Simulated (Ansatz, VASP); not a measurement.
**Te: VASP beside Ansatz**

The input INCAR:

```
SYSTEM = Te
ALGO = Normal ; EDIFF = 1E-7
EDIFFG = -0.01 ; ENCUT = 500
GGA = PE ; GGA_COMPAT = .False.
IBRION = 2 ; ISIF = 3
ISMEAR = 0 ; LASPH = .True.
LCHARG = .False. ; LREAL = .False.
LWAVE = .False. ; NELM = 120
NELMIN = 4 ; NSW = 100
PREC = Accurate ; SIGMA = 0.1
```

The input KPOINTS:

```
k-points
0
Gamma
  12 12 18
  0 0 0
```

POSCAR

```
Te
1.0
    5.5331136704      0.0000000000      0.0000000000
   -2.7665568352      4.7918170005      0.0000000000
    0.0000000000      0.0000000000      3.0629737038
Te
2
Direct
    0.3333333333      0.6666666667      0.0000000000
    0.6666666667      0.3333333333      0.0000000000
```

Input for Ansatz:

```yaml
crystal:
  lattice:
    - [5.5331136704, 0.0, 0.0]
    - [-2.7665568352, 4.7918170005, 0.0]
    - [0.0, 0.0, 3.0629737038]
  atoms:
    - { symbol: Te, position: [0.3333333333, 0.6666666667, 0.0] }
    - { symbol: Te, position: [0.6666666667, 0.3333333333, 0.0] }
basis:
  ecutwfc: 420
kpoints:
  mp_grid: { grid: [12, 12, 18] }
hamiltonian:
  xc: pbe
scf:
  occupations: { method: gaussian, width: 0.1 }
output:
  forces: true
  stress: true
  eigenvalues: true
relax:
  adjacent_minimum: "off"
  f_tol: 0.01
  max_steps: 80
  cell: { stress_tol: 0.05 }
```

Alike in both runs: task relaxation of cell and atoms; functional PBE; k mesh 12 × 12 × 18; occupations gaussian, width 0.1 eV; no spin polarisation.

|  | VASP | Ansatz |
| --- | --- | --- |
| version | VASP 6.6.1 | Ansatz 0.2.0 |
| potentials or method | VASP PAW PBE potentials, release 64 (Te), cutoff 500 eV | scalar-relativistic, plane waves, PAW |
| valence electrons in the cell | 12 | 32 |

Ansatz gave:

| Property | Result |
| --- | --- |
| gap on the k mesh at the Fermi level, each at its own relaxed structure (eV) | none |
| relaxed volume (Å³/atom) | 40.88 |
| relaxed length of the cell vector where the two differ most in proportion (Å) | 3.046 |

Problem. Estimate VASP's values.

Solution. gap on the k mesh at the Fermi level, each at its own relaxed structure (eV): none; relaxed volume (Å³/atom): 40.84; relaxed length of the cell vector where the two differ most in proportion (Å): 3.044.

A gap of «none» marks a metal or a gap that the smearing closes. VASP's potentials hold 12 valence electrons a cell and Ansatz's 32, so a difference there can come from the potentials and not from the codes.

Spin-orbit coupling is off throughout.
